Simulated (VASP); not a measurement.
A run of VASP 6.6.1 is set up as follows.

INCAR

```
SYSTEM = CoO
ALGO = Normal
EDIFF = 1E-6
EDIFFG = -0.01
ENCUT = 600
GGA = RE
IBRION = 2
ISIF = 3
ISMEAR = -1
ISPIN = 2
LASPH = .TRUE.
LCHARG = .FALSE.
LMAXMIX = 4
LORBIT = 11
LREAL = .FALSE.
LWAVE = .FALSE.
MAGMOM = 2 0
NELM = 150
NSW = 60
PREC = Accurate
SIGMA = 0.05
```

File KPOINTS:

```
k-points
0
G
  11 11 11
  0 0 0
```

The input POSCAR:

```
CoO
1.0
    0.0000000000      2.1315016600      2.1315016600
    2.1315016600      0.0000000000      2.1315016600
    2.1315016600      2.1315016600      0.0000000000
Co O
1 1
Direct
    0.0000000000      0.0000000000      0.0000000000
    0.5000000000      0.5000000000      0.5000000000
```

Potentials or basis: VASP PAW PBE potentials, release 64 (Co, O).

Launch:

```bash
$ cat potpaw_PBE.64/Co/POTCAR potpaw_PBE.64/O/POTCAR > POTCAR
$ mpirun -np 1 vasp_std > vasp.out
```

Question: What does it give for the site moments?

Answer: Co +2.59; O +0.30 μB.

Question: What does it give for the space group after relaxing (to 0.05 Å)?

Answer: Fm-3m (No. 225).

Question: Predict the relaxed cell.

Answer: a = 3.026 Å, b = 3.026 Å, c = 3.026 Å, α = 60.00°, β = 60.00°, γ = 60.00°.

Question: Predict the relaxed volume.

Answer: 9.79 Å³/atom.

The path:
| step | energy change (eV) | largest force (eV/Å) | pressure (GPa) | volume (Å³) |
| --- | --- | --- | --- | --- |
| 1 | 0.0000 | 0.0000 | 1.93 | 19.37 |
| 2 | -0.0010 | 0.0000 | -1.02 | 19.70 |
| 3 | -0.0013 | 0.0000 | -0.02 | 19.58 |

Caveat: the PAW data sets were made with another functional, which shifts forces and pressure a little; a cell with one magnetic atom can't hold antiferromagnetic order, which such compounds often take. Zero-point motion and thermal expansion aren't in these numbers.
